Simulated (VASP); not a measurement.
# Si (P6/mmm) in VASP: relaxation of cell and atoms with r2SCAN

Aim: the relaxation of cell and atoms of Si with r2SCAN.

Everything below comes from runs of VASP 6.6.1. Logs are shortened: lines on timing, memory, paths and dates and some standing lists are left out, and cuts for length are marked.

## Step 1: The cell of the first run

The structure is hexagonal, space group P6/mmm (No. 191). The conventional cell has a = 4.380 Å, b = 4.380 Å, c = 2.585 Å, α = 90.00°, β = 90.00°, γ = 120.00°. Si (site symmetry 6/mmm) has 14 Si at 2.59 to 2.84 Å within 3.4 Å. Si (site symmetry -6m2) has 11 Si at 2.53 to 2.84 Å within 3.3 Å.

This isn't the form of Si at room conditions, which is diamond.

## Step 2: Relaxation of cell and atoms, r2SCAN

POSCAR reads:

```
Si
1.0
    2.1902463551     -3.7936179682      0.0000000000
   -4.3804927103      0.0000000000      0.0000000000
    0.0000000000      0.0000000000     -5.1708371794
Si
6
Direct
    1.0000000000      0.0000000000      0.5000000000
    1.0000000000      0.0000000000      0.0000000000
    0.3333333333      0.6666666667      0.2500000000
    0.3333333333      0.6666666667      0.7500000000
    0.6666666667      0.3333333333      0.2500000000
    0.6666666667      0.3333333333      0.7500000000
```

INCAR.step1 reads:

```
SYSTEM = Si
PREC     = Accurate       ! precision mode
ENCUT    = 600            ! plane-wave cutoff, eV
ISMEAR   = 0              ! smearing method
SIGMA    = 0.1            ! smearing width, eV
LREAL    = .False.        ! projectors in reciprocal space
LASPH    = .True.         ! aspherical terms in the spheres
NELM     = 100            ! most SCF steps
GGA      = PE             ! functional
ALGO     = Normal         ! electronic algorithm
EDIFF    = 1E-4           ! SCF threshold, eV
LWAVE    = .True.         ! write WAVECAR
LCHARG   = .False.        ! write CHGCAR
```

INCAR.step2 reads:

```
SYSTEM = Si
PREC     = Accurate       ! precision mode
ENCUT    = 600            ! plane-wave cutoff, eV
EDIFF    = 1E-7           ! SCF threshold, eV
ISMEAR   = 0              ! smearing method
SIGMA    = 0.1            ! smearing width, eV
LREAL    = .False.        ! projectors in reciprocal space
LASPH    = .True.         ! aspherical terms in the spheres
NELM     = 100            ! most SCF steps
ALGO     = Normal         ! electronic algorithm
ISIF     = 3              ! what is computed and relaxed
LWAVE    = .False.        ! write WAVECAR
LCHARG   = .False.        ! write CHGCAR
METAGGA  = R2SCAN         ! meta-GGA
LMIXTAU  = .True.       
IBRION   = 2              ! ionic algorithm
NSW      = 80             ! ionic steps
EDIFFG   = -0.015         ! ionic threshold
ISTART   = 1
```

KPOINTS reads:

```
Automatic mesh
0
Gamma
  12 12 8
  0 0 0
```

Potentials or basis: VASP PAW PBE potentials, release 64 (Si).

Command:

```console
$ cat potpaw_PBE.64/Si/POTCAR > POTCAR
$ cp INCAR.step1 INCAR
$ mpirun -np 1 vasp_std > vasp.out
$ cp INCAR.step2 INCAR
$ mpirun -np 1 vasp_std > vasp.out
```

OUTCAR:

```text
SYSTEM = Si
   PREC = Accurate
   ENCUT = 600
   EDIFF = 1E-7
   ISMEAR = 0
   LREAL = .False.
   LASPH = .True.
   NELM = 100
   ISIF = 3
   METAGGA = R2SCAN
   IBRION = 2
   NSW = 80
   EDIFFG = -0.015
   ISTART = 1

 ion  position               nearest neighbor table
   1  0.000  0.000  0.500-   2 2.59   2 2.59   4 2.84   5 2.84   6 2.84   3 2.84   5 2.84   6 2.84
                             3 2.84   4 2.84   5 2.84   6 2.84   3 2.84   4 2.84
   2  0.000  0.000  0.000-   1 2.59   1 2.59   4 2.84   5 2.84   6 2.84   3 2.84   5 2.84   6 2.84
                             3 2.84   4 2.84   5 2.84   6 2.84   3 2.84   4 2.84
   3  0.333  0.667  0.250-   5 2.53   5 2.53   5 2.53   4 2.59   4 2.59   1 2.84   2 2.84   2 2.84
                             1 2.84   2 2.84   1 2.84
   4  0.333  0.667  0.750-   6 2.53   6 2.53   6 2.53   3 2.59   3 2.59   1 2.84   2 2.84   2 2.84
                             1 2.84   2 2.84   1 2.84
   5  0.667  0.333  0.250-   3 2.53   3 2.53   3 2.53   6 2.59   6 2.59   1 2.84   2 2.84   1 2.84
                             2 2.84   1 2.84   2 2.84
   6  0.667  0.333  0.750-   4 2.53   4 2.53   4 2.53   5 2.59   5 2.59   1 2.84   2 2.84   1 2.84
                             2 2.84   1 2.84   2 2.84

  LATTYP: Found a hexagonal cell.
 ALAT       =     4.3804927103
 C/A-ratio  =     1.1804236467

  Lattice vectors:

 A1 = (   2.1902463551,  -3.7936179682,   0.0000000000)
 A2 = (  -4.3804927103,   0.0000000000,   0.0000000000)
 A3 = (   0.0000000000,   0.0000000000,  -5.1708371794)

Analysis of symmetry for initial positions (statically):
=====================================================================
 Subroutine PRICEL returns following result:

  LATTYP: Found a hexagonal cell.
 ALAT       =     4.3804927103
 C/A-ratio  =     0.5902118234

  Lattice vectors:

 A1 = (   2.1902463551,  -3.7936179682,   0.0000000000)
 A2 = (  -4.3804927103,   0.0000000000,   0.0000000000)
 A3 = (   0.0000000000,   0.0000000000,  -2.5854185897)

   2 primitive cells build up your supercell.

 Routine SETGRP: Setting up the symmetry group for a
 hexagonal supercell.

 Subroutine GETGRP returns: Found 24 space group operations
 (whereof 24 operations were pure point group operations)
 out of a pool of 24 trial point group operations.

The static configuration has the point symmetry D_6h.

Analysis of symmetry for dynamics (positions and initial velocities):
=====================================================================
 Subroutine PRICEL returns following result:

  LATTYP: Found a hexagonal cell.
 ALAT       =     4.3804927103
 C/A-ratio  =     0.5902118234

  Lattice vectors:

 A1 = (   2.1902463551,  -3.7936179682,   0.0000000000)
 A2 = (  -4.3804927103,   0.0000000000,   0.0000000000)
 A3 = (   0.0000000000,   0.0000000000,  -2.5854185897)

   2 primitive cells build up your supercell.

 Routine SETGRP: Setting up the symmetry group for a
 hexagonal supercell.

 Subroutine GETGRP returns: Found 24 space group operations
 (whereof 24 operations were pure point group operations)
 out of a pool of 24 trial point group operations.

The dynamic configuration has the point symmetry D_6h.

 Subroutine INISYM returns: Found 24 space group operations
 (whereof 24 operations are pure point group operations),
 and found     2 'primitive' translations

----------------------------------------------------------------------------------------

                                     Primitive cell

  volume of cell :      42.9643

  direct lattice vectors                    reciprocal lattice vectors
     2.190246355 -3.793617968  0.000000000     0.000000000 -0.263600607  0.000000000
    -4.380492710  0.000000000  0.000000000    -0.228284822 -0.131800304  0.000000000
     0.000000000  0.000000000 -2.585418590     0.000000000  0.000000000 -0.386784563

  length of vectors
     4.380492710  4.380492710  2.585418590     0.263600607  0.263600607  0.386784563

  position of ions in fractional coordinates (direct lattice)
     0.000000000  0.000000000  0.000000000
     0.333333333  0.666666667  0.500000000
     0.666666667  0.333333333  0.500000000

  ion indices of the primitive-cell ions
   primitive index   ion index
                 1           1
                 2           3
                 3           5

----------------------------------------------------------------------------------------

 KPOINTS: Automatic mesh

Automatic generation of k-mesh.
 Grid dimensions read from file:
 generate k-points for:   12   12    8

 Generating k-lattice:

  Cartesian coordinates                     Fractional coordinates (reciprocal lattice)
     0.000000000 -0.021966717  0.000000000     0.083333333  0.000000000  0.000000000
    -0.019023735 -0.010983359  0.000000000     0.000000000  0.083333333  0.000000000
     0.000000000  0.000000000 -0.024174035     0.000000000  0.000000000  0.125000000

  Length of vectors
     0.021966717  0.021966717  0.024174035

  Shift w.r.t. Gamma in fractional coordinates (k-lattice)
     0.000000000  0.000000000  0.000000000

 Subroutine IBZKPT returns following result:
 ===========================================

 Found     95 irreducible k-points:

 Following reciprocal coordinates:
            Coordinates               Weight
  0.000000  0.000000  0.000000      1.000000
  0.083333  0.000000  0.000000      6.000000
  0.166667  0.000000  0.000000      6.000000
  0.250000  0.000000  0.000000      6.000000
  0.333333  0.000000  0.000000      6.000000
  0.416667  0.000000  0.000000      6.000000
[... 16 lines left out ...]
  0.250000  0.000000  0.125000     12.000000
  0.333333  0.000000  0.125000     12.000000
 [... further k-points ...]
   k-points           NKPTS =     95   k-points in BZ     NKDIM =     95   number of bands    NBANDS=     16
   number of dos      NEDOS =    301   number of ions     NIONS =      6
   total plane-waves  NPLWV =  54432
   dimension x,y,z NGX =    36 NGY =   36 NGZ =   42
   dimension x,y,z NGXF=    72 NGYF=   72 NGZF=   84
   ions per type =               6
   NGX,Y,Z   is equivalent  to a cutoff of  13.66, 13.66, 13.50 a.u.
   NGXF,Y,Z  is equivalent  to a cutoff of  27.33, 27.33, 27.01 a.u.
 SYSTEM =  Si
   PREC   = accura    normal or accurate (medium, high low for compatibility)
   ISTART =      1    job   : 0-new  1-cont  2-samecut
   ICHARG =      0    charge: 1-file 2-atom 10-const
   ISPIN  =      1    spin polarized calculation?
   LNONCOLLINEAR =      F non collinear calculations
   LSORBIT =      F    spin-orbit coupling
   LASPH  =      T    aspherical Exc in radial PAW
   ENCUT  =  600.0 eV  44.10 Ry    6.64 a.u.   8.75  8.75 10.33*2*pi/ulx,y,z
   NELM   =    100;   NELMIN=  2; NELMDL=  0     # of ELM steps
   EDIFF  = 0.1E-06   stopping-criterion for ELM
   LREAL  =      F    real-space projection
   EDIFFG = -.1E-01   stopping-criterion for IOM
   NSW    =     80    number of steps for IOM
   IBRION =      2    ionic relax: 0-MD 1-quasi-New 2-CG
   NFREE  =      1    steps in history (QN), initial steepest desc. (CG)
   ISIF   =      3    stress and relaxation
   ISYM   =      2    0-nonsym 1-usesym 2-fastsym
   POTIM  = 0.5000    time-step for ionic-motion
   TEBEG  =    0.0;   TEEND  =   0.0 temperature during run
   PSTRESS=    0.0 pullay stress
   NELECT =      24.0000    total number of electrons
   NUPDOWN=      -1.0000    fix difference up-down
   EMIN   =  10.00;   EMAX   =-10.00  energy-range for DOS
   EFERMI =   0.00;   METHOD = LEGACY
   ISMEAR =     0;   SIGMA  =   0.10  broadening in eV -4-tet -1-fermi 0-gaus
   EFERMI_NEDOS =   21; number of points for ismear=-14 and -15
   IALGO  =     38    algorithm
   IMIX   =      4    mixing-type and parameters
     AMIX     =   0.40;   BMIX     =  1.00
     AMIX_MAG =   1.60;   BMIX_MAG =  1.00
  volume/ion in A,a.u.               =      14.32        96.65
  Fermi-wavevector in a.u.,A,eV,Ry     =   1.070121  2.022235 15.580825  1.145158
  Thomas-Fermi vector in A             =   2.205821
   LORBIT       =      0    0 simple, 1 ext, 2 COOP (PROOUT), +10 PAW based schemes
   METAGGA = R2SCAN    functional components
   LHFCALC =     F    Hartree Fock is set to
   AEXX    =    0.0000 exact exchange contribution
   IVDW    =     0    specifies the selected vdW correction
   LEPSILON=     F    determine dielectric tensor
   LRPA    =     F    only Hartree local field effects (RPA)
 conjugate gradient relaxation of ions
 non-spin polarized calculation
 Gauss-broadening in eV      SIGMA  =   0.10
  energy-cutoff  :      600.00
  volume of cell :       85.93
 maximum number of plane-waves:      2895
 NGX is ok and might be reduce to    36
   NGX = 17   NGY = 17   NGZ = 21

 number of electron      24.0000001 magnetization

 Free energy of the ion-electron system (eV)
  ---------------------------------------------------
  ext. energy  EPLUGINS =         0.00000000
  ---------------------------------------------------
  free energy    TOTEN  =       -48.34193292 eV

  energy without entropy =      -48.32873257  energy(sigma->0) =      -48.33533275

 E-fermi :  10.2160     XC(G=0): -12.0079

 val. band max:       10.2114143683   @ k =   0.1667   0.0833   0.2500
 cond. band min:      10.2229597515   @ k =   0.0833   0.0000   0.1250
 fundamental gap:      0.0115453832
 Fermi energy:        10.2160231416

 k-point     1 :       0.0000    0.0000    0.0000
  band No.  band energies     occupation
      1      -5.1322      2.00000
      2       0.1081      2.00000
      3       1.0831      2.00000
      4       5.0064      2.00000
      5       5.1864      2.00000
      6       5.4670      2.00000
[... 8 lines left out ...]
     15      11.0287      0.00000
     16      11.0308      0.00000

 k-point     2 :       0.0833    0.0000    0.0000
  band No.  band energies     occupation
      1      -5.0576      2.00000
      2       0.1811      2.00000
      3       1.1553      2.00000
      4       3.7048      2.00000
      5       4.4309      2.00000
      6       4.7168      2.00000
[... 8 lines left out ...]
     15      10.7995      0.00000
     16      11.4514      0.00000

 k-point     3 :       0.1667    0.0000    0.0000
  band No.  band energies     occupation
      1      -4.8339      2.00000
      2       0.4001      2.00000
      3       1.3718      2.00000
      4       2.2039      2.00000
      5       3.7897      2.00000
      6       4.0787      2.00000
[... 8 lines left out ...]
     15      10.3389      0.08218
     16      12.3562      0.00000
[... 362 lines left out ...]
 k-point    23 :       0.2500    0.0000    0.1250
  band No.  band energies     occupation
      1      -4.3718      2.00000
      2      -0.1543      2.00000
      3       0.9184      2.00000
      4       2.8168      2.00000
      5       3.3731      2.00000
      6       3.6666      2.00000
[... 8 lines left out ...]
     15      11.0765      0.00000
     16      12.8566      0.00000

 k-point    24 :       0.3333    0.0000    0.1250
  band No.  band energies     occupation
      1      -3.8519      2.00000
      2      -0.3183      2.00000
      3       0.3558      2.00000
      4       3.0114      2.00000
      5       3.3117      2.00000
      6       3.3176      2.00000
[... 8 lines left out ...]
     15      13.1207      0.00000
     16      13.9705      0.00000

 [... further k-points ...]

------------------------ aborting loop because EDIFF is reached ----------------------------------------

  FORCE on cell =-STRESS in cart. coord.  units (eV):
  Direction    XX          YY          ZZ          XY          YZ          ZX
  --------------------------------------------------------------------------------------
  -------------------------------------------------------------------------------------
  Total        0.0218681      0.0218681     -0.0066798      0.0000000     -0.0000000      0.0000000
  in kB        0.4077405      0.4077405     -0.1245473      0.0000000     -0.0000000      0.0000000
  external PRESSURE =       0.2303112 kB  Pullay stress =       0.0000000 kB

 VOLUME and BASIS-vectors are now :
 -----------------------------------------------------------------------------
  energy-cutoff  :      600.00
  volume of cell :       85.93
      direct lattice vectors                 reciprocal lattice vectors
     2.190246355 -3.793617968  0.000000000     0.000000000 -0.263600607  0.000000000
    -4.380492710  0.000000000  0.000000000    -0.228284822 -0.131800304  0.000000000
     0.000000000  0.000000000 -5.170837179     0.000000000  0.000000000 -0.193392282

 POSITION                                       TOTAL-FORCE (eV/Angst)
 -----------------------------------------------------------------------------------
      0.00000      0.00000     -2.58542         0.000000     -0.000000      0.000000
      0.00000      0.00000      0.00000         0.000000     -0.000000      0.000000
     -2.19025     -1.26454     -1.29271         0.000000     -0.000000      0.000000
     -2.19025     -1.26454     -3.87813         0.000000     -0.000000      0.000000
      0.00000     -2.52908     -1.29271        -0.000000      0.000000      0.000000
      0.00000     -2.52908     -3.87813        -0.000000      0.000000     -0.000000
 -----------------------------------------------------------------------------------
    total drift:                                0.000000      0.000000     -0.000000

  FREE ENERGIE OF THE ION-ELECTRON SYSTEM (eV)
  ---------------------------------------------------
  free  energy   TOTEN  =       -48.3419329188 eV

  energy  without entropy=      -48.3287325715  energy(sigma->0) =      -48.33533275

 reached required accuracy - stopping structural energy minimisation
```

Run time: 11 min. Hardware: 1 thread of Oxide Virtual Turin-like, shared host; peak memory 0.26 GiB.

Results:

| Quantity | Value |
| --- | --- |
| Free energy | -48.3419 eV |
| Pressure after relaxing | 0.0 GPa |

Final structure:
```xyz
6
Lattice="2.1902 -3.7936 0.0000 -4.3805 0.0000 0.0000 0.0000 0.0000 -5.1708" Properties=species:S:1:pos:R:3 pbc="T T T"
Si    0.0000    0.0000   -2.5854
Si    0.0000    0.0000    0.0000
Si   -2.1902   -1.2645   -1.2927
Si   -2.1902   -1.2645   -3.8781
Si    0.0000   -2.5291   -1.2927
Si    0.0000   -2.5291   -3.8781
```

Caveat: the highest band is partly filled, so the run has too few bands; the PAW data sets were made with another functional, which shifts forces and pressure a little.
